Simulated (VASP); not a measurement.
# TiB2 (Fm-3m) in VASP: notebook, part 2 of 3

VASP 6.6.1.

### 3 Single point, PBE

This run uses another cell than the first one, of 11.03 Å³/atom, 1.006 times its volume.

Contents of INCAR:

```
SYSTEM = TiB2
  ALGO = Normal
  EDIFF = 1E-6
  ENCUT = 520
  GGA = PE
  ISIF = 2
  ISMEAR = 0
  LASPH = .True.
  LCHARG = .False.
  LREAL = .False.
  LWAVE = .False.
  NBANDS = 16
  NELM = 60
  PREC = Accurate
  SIGMA = 0.1
```

Contents of KPOINTS:

```
k-points
0
Gamma
  16 16 16
  0 0 0
```

Contents of POSCAR:

```
TiB2
1.0
    0.0000000000      2.5484390797      2.5484390797
    2.5484390797      0.0000000000      2.5484390797
    2.5484390797      2.5484390797      0.0000000000
Ti B
1 2
Direct
    0.5000000000      0.5000000000      0.5000000000
    0.2500000000      0.2500000000      0.2500000000
    0.7500000000      0.7500000000      0.7500000000
```

Potentials or basis: VASP PAW PBE potentials, release 64 (Ti_sv, B).

Run with:

```
> cat potpaw_PBE.64/Ti_sv/POTCAR potpaw_PBE.64/B/POTCAR > POTCAR
> mpirun -np 1 vasp_std > vasp.out
```

OUTCAR:

```text
SYSTEM = TiB2
   EDIFF = 1E-6
   ENCUT = 520
   GGA = PE
   ISIF = 2
   ISMEAR = 0
   LASPH = .True.
   LREAL = .False.
   NELM = 60
   PREC = Accurate

 ion  position               nearest neighbor table
   1  0.500  0.500  0.500-   2 2.21   2 2.21   2 2.21   2 2.21   3 2.21   3 2.21   3 2.21   3 2.21

   2  0.250  0.250  0.250-   1 2.21   1 2.21   1 2.21   1 2.21
   3  0.750  0.750  0.750-   1 2.21   1 2.21   1 2.21   1 2.21

  LATTYP: Found a face centered cubic cell.
 ALAT       =     5.0968781594

  Lattice vectors:

 A1 = (   0.0000000000,   2.5484390797,   2.5484390797)
 A2 = (   2.5484390797,   0.0000000000,   2.5484390797)
 A3 = (   2.5484390797,   2.5484390797,   0.0000000000)

Analysis of symmetry for initial positions (statically):
=====================================================================
 Subroutine PRICEL returns:
 Original cell was already a primitive cell.

 Routine SETGRP: Setting up the symmetry group for a
 face centered cubic supercell.

 Subroutine GETGRP returns: Found 48 space group operations
 (whereof 48 operations were pure point group operations)
 out of a pool of 48 trial point group operations.

The static configuration has the point symmetry O_h .

Analysis of symmetry for dynamics (positions and initial velocities):
=====================================================================
 Subroutine PRICEL returns:
 Original cell was already a primitive cell.

 Routine SETGRP: Setting up the symmetry group for a
 face centered cubic supercell.

 Subroutine GETGRP returns: Found 48 space group operations
 (whereof 48 operations were pure point group operations)
 out of a pool of 48 trial point group operations.

The dynamic configuration has the point symmetry O_h .

 Subroutine INISYM returns: Found 48 space group operations
 (whereof 48 operations are pure point group operations),
 and found     1 'primitive' translations

----------------------------------------------------------------------------------------

                                     Primitive cell

  volume of cell :      33.1019

  direct lattice vectors                    reciprocal lattice vectors
     0.000000000  2.548439080  2.548439080    -0.196198530  0.196198530  0.196198530
     2.548439080  0.000000000  2.548439080     0.196198530 -0.196198530  0.196198530
     2.548439080  2.548439080  0.000000000     0.196198530  0.196198530 -0.196198530

  length of vectors
     3.604037109  3.604037109  3.604037109     0.339825821  0.339825821  0.339825821

  position of ions in fractional coordinates (direct lattice)
     0.500000000  0.500000000  0.500000000
     0.250000000  0.250000000  0.250000000
     0.750000000  0.750000000  0.750000000

  ion indices of the primitive-cell ions
   primitive index   ion index
                 1           1
                 2           2
                 3           3

----------------------------------------------------------------------------------------

 KPOINTS: k-points

Automatic generation of k-mesh.
 Grid dimensions read from file:
 generate k-points for:   16   16   16

 Generating k-lattice:

  Cartesian coordinates                     Fractional coordinates (reciprocal lattice)
    -0.012262408  0.012262408  0.012262408     0.062500000  0.000000000  0.000000000
     0.012262408 -0.012262408  0.012262408     0.000000000  0.062500000  0.000000000
     0.012262408  0.012262408 -0.012262408     0.000000000  0.000000000  0.062500000

  Length of vectors
     0.021239114  0.021239114  0.021239114

  Shift w.r.t. Gamma in fractional coordinates (k-lattice)
     0.000000000  0.000000000  0.000000000

 Subroutine IBZKPT returns following result:
 ===========================================

 Found    145 irreducible k-points:

 Following reciprocal coordinates:
            Coordinates               Weight
  0.000000  0.000000  0.000000      1.000000
  0.062500  0.000000  0.000000      8.000000
  0.125000  0.000000  0.000000      8.000000
  0.187500  0.000000  0.000000      8.000000
  0.250000  0.000000  0.000000      8.000000
  0.312500  0.000000  0.000000      8.000000
[... 16 lines left out ...]
 -0.125000  0.062500  0.000000     24.000000
 -0.062500  0.062500  0.000000     12.000000
 [... further k-points ...]
   k-points           NKPTS =    145   k-points in BZ     NKDIM =    145   number of bands    NBANDS=     16
   number of dos      NEDOS =    301   number of ions     NIONS =      3
   total plane-waves  NPLWV =  21952
   dimension x,y,z NGX =    28 NGY =   28 NGZ =   28
   dimension x,y,z NGXF=    56 NGYF=   56 NGZF=   56
   ions per type =               1   2
   NGX,Y,Z   is equivalent  to a cutoff of  12.92, 12.92, 12.92 a.u.
   NGXF,Y,Z  is equivalent  to a cutoff of  25.83, 25.83, 25.83 a.u.
 SYSTEM =  TiB2
   PREC   = accura    normal or accurate (medium, high low for compatibility)
   ISTART =      0    job   : 0-new  1-cont  2-samecut
   ICHARG =      2    charge: 1-file 2-atom 10-const
   ISPIN  =      1    spin polarized calculation?
   LNONCOLLINEAR =      F non collinear calculations
   LSORBIT =      F    spin-orbit coupling
   LASPH  =      T    aspherical Exc in radial PAW
   ENCUT  =  520.0 eV  38.22 Ry    6.18 a.u.   6.70  6.70  6.70*2*pi/ulx,y,z
   NELM   =     60;   NELMIN=  2; NELMDL= -5     # of ELM steps
   EDIFF  = 0.1E-05   stopping-criterion for ELM
   LREAL  =      F    real-space projection
   EDIFFG = 0.1E-04   stopping-criterion for IOM
   NSW    =      0    number of steps for IOM
   IBRION =     -1    ionic relax: 0-MD 1-quasi-New 2-CG
   NFREE  =      0    steps in history (QN), initial steepest desc. (CG)
   ISIF   =      2    stress and relaxation
   ISYM   =      2    0-nonsym 1-usesym 2-fastsym
   POTIM  = 0.5000    time-step for ionic-motion
   TEBEG  =    0.0;   TEEND  =   0.0 temperature during run
   PSTRESS=    0.0 pullay stress
   NELECT =      18.0000    total number of electrons
   NUPDOWN=      -1.0000    fix difference up-down
   EMIN   =  10.00;   EMAX   =-10.00  energy-range for DOS
   EFERMI =   0.00;   METHOD = LEGACY
   ISMEAR =     0;   SIGMA  =   0.10  broadening in eV -4-tet -1-fermi 0-gaus
   EFERMI_NEDOS =   21; number of points for ismear=-14 and -15
   IALGO  =     38    algorithm
   IMIX   =      4    mixing-type and parameters
     AMIX     =   0.40;   BMIX     =  1.00
     AMIX_MAG =   1.60;   BMIX_MAG =  1.00
  volume/ion in A,a.u.               =      11.03        74.46
  Fermi-wavevector in a.u.,A,eV,Ry     =   1.336231  2.525110 24.293368  1.785512
  Thomas-Fermi vector in A             =   2.464873
   LORBIT       =      0    0 simple, 1 ext, 2 COOP (PROOUT), +10 PAW based schemes
   GGA     = PE    functional components
   LHFCALC =     F    Hartree Fock is set to
   AEXX    =    0.0000 exact exchange contribution
   IVDW    =     0    specifies the selected vdW correction
   LEPSILON=     F    determine dielectric tensor
   LRPA    =     F    only Hartree local field effects (RPA)
 non-spin polarized calculation
 Gauss-broadening in eV      SIGMA  =   0.10
  energy-cutoff  :      520.00
  volume of cell :       33.10
 maximum number of plane-waves:       911
   NGX = 13   NGY = 13   NGZ = 13

 number of electron      17.9999996 magnetization

 Free energy of the ion-electron system (eV)
  ---------------------------------------------------
  ext. energy  EPLUGINS =         0.00000000
  ---------------------------------------------------
  free energy    TOTEN  =       -19.27399723 eV

  energy without entropy =      -19.26676092  energy(sigma->0) =      -19.27037908

 E-fermi :   6.6825     XC(G=0): -11.4724

 val. band max:        6.6706096324   @ k =   0.1875   0.1250   0.0000
 cond. band min:       6.6842719400   @ k =  -0.3750   0.3125   0.0625
 fundamental gap:      0.0136623076
 Fermi energy:         6.6824837852

 k-point     1 :       0.0000    0.0000    0.0000
  band No.  band energies     occupation
      1     -49.8315      2.00000
      2     -26.1060      2.00000
      3     -26.1060      2.00000
      4     -26.1060      2.00000
      5      -4.0376      2.00000
      6       3.3391      2.00000
[... 8 lines left out ...]
     15      14.4338      0.00000
     16      14.4338      0.00000
[... 419 lines left out ...]
 k-point    24 :      -0.0625    0.0625    0.0000
  band No.  band energies     occupation
      1     -49.8305      2.00000
      2     -26.1172      2.00000
      3     -26.1097      2.00000
      4     -26.1072      2.00000
      5      -3.8654      2.00000
      6       3.0131      2.00000
[... 8 lines left out ...]
     15      13.6670      0.00000
     16      13.7864      0.00000

 [... further k-points ...]
[... 5 lines left out ...]
  --------------------------------------------------------------------------------------
  -------------------------------------------------------------------------------------
  Total       -0.0167489     -0.0167489     -0.0167489     -0.0000000      0.0000000     -0.0000000
  in kB       -0.8106693     -0.8106693     -0.8106693     -0.0000000      0.0000000     -0.0000000
  external PRESSURE =      -0.8106693 kB  Pullay stress =       0.0000000 kB

 VOLUME and BASIS-vectors are now :
 -----------------------------------------------------------------------------
  energy-cutoff  :      520.00
  volume of cell :       33.10
      direct lattice vectors                 reciprocal lattice vectors
     0.000000000  2.548439080  2.548439080    -0.196198530  0.196198530  0.196198530
     2.548439080  0.000000000  2.548439080     0.196198530 -0.196198530  0.196198530
     2.548439080  2.548439080  0.000000000     0.196198530  0.196198530 -0.196198530

 POSITION                                       TOTAL-FORCE (eV/Angst)
 -----------------------------------------------------------------------------------
      2.54844      2.54844      2.54844         0.000000      0.000000      0.000000
      1.27422      1.27422      1.27422         0.000000      0.000000      0.000000
      3.82266      3.82266      3.82266        -0.000000     -0.000000     -0.000000
 -----------------------------------------------------------------------------------
    total drift:                                0.000000      0.000000      0.000000

  FREE ENERGIE OF THE ION-ELECTRON SYSTEM (eV)
  ---------------------------------------------------
  free  energy   TOTEN  =       -19.2739972330 eV

  energy  without entropy=      -19.2667609200  energy(sigma->0) =      -19.27037908
```

OSZICAR:

```text
N       E                     dE             d eps       ncg     rms          rms(c)
DAV:   1     0.135084409407E+03    0.13508E+03   -0.93094E+03  4648   0.124E+03
DAV:   2    -0.100266422233E+02   -0.14511E+03   -0.14019E+03  5112   0.335E+02
DAV:   3    -0.215492526829E+02   -0.11523E+02   -0.11356E+02  7872   0.803E+01
DAV:   4    -0.220659116597E+02   -0.51666E+00   -0.51647E+00  5376   0.132E+01
DAV:   5    -0.220743270992E+02   -0.84154E-02   -0.84151E-02  6296   0.170E+00    0.156E+01
DAV:   6    -0.192946712007E+02    0.27797E+01   -0.16015E+01  6304   0.406E+01    0.425E+00
DAV:   7    -0.192499348850E+02    0.44736E-01   -0.14565E+00  5696   0.129E+01    0.356E+00
DAV:   8    -0.193063260243E+02   -0.56391E-01   -0.37076E-01  6456   0.511E+00    0.157E+00
DAV:   9    -0.192737315481E+02    0.32594E-01   -0.16063E-01  6080   0.389E+00    0.902E-02
DAV:  10    -0.192740237498E+02   -0.29220E-03   -0.30605E-03  4792   0.518E-01    0.716E-02
DAV:  11    -0.192741280376E+02   -0.10429E-03   -0.91357E-04  6032   0.350E-01    0.103E-01
DAV:  12    -0.192739950955E+02    0.13294E-03   -0.57504E-04  6072   0.242E-01    0.111E-02
DAV:  13    -0.192739973351E+02   -0.22396E-05   -0.21581E-05  5648   0.364E-02    0.574E-03
DAV:  14    -0.192739972330E+02    0.10211E-06   -0.18542E-06  4304   0.148E-02
   1 F= -.19273997E+02 E0= -.19270379E+02  d E =-.723631E-02
```

stdout:

```text
POSCAR found type information on POSCAR TiB
 POSCAR found :  2 types and       3 ions
 scaLAPACK will be used
 LDA part: xc-table for (Slater+PW92), standard interpolation
 POSCAR, INCAR and KPOINTS ok, starting setup
 FFT: planning ... GRIDC
 FFT: planning ... GRID_SOFT
 FFT: planning ... GRID
 WAVECAR not read
 entering main loop
```

Run time: 37 s. Hardware: 1 thread of Intel Xeon 6975P-C (Granite Rapids), shared host; peak memory 0.2 GiB.

What came out:

```
Free energy            : -19.2740 eV
Pressure               : -0.1 GPa
Band gap on the k mesh : zero (band 9 reaches 7.81 eV, above the bottom of band 10 at 5.96 eV)
```

(Part 2 of 3 ends here.)
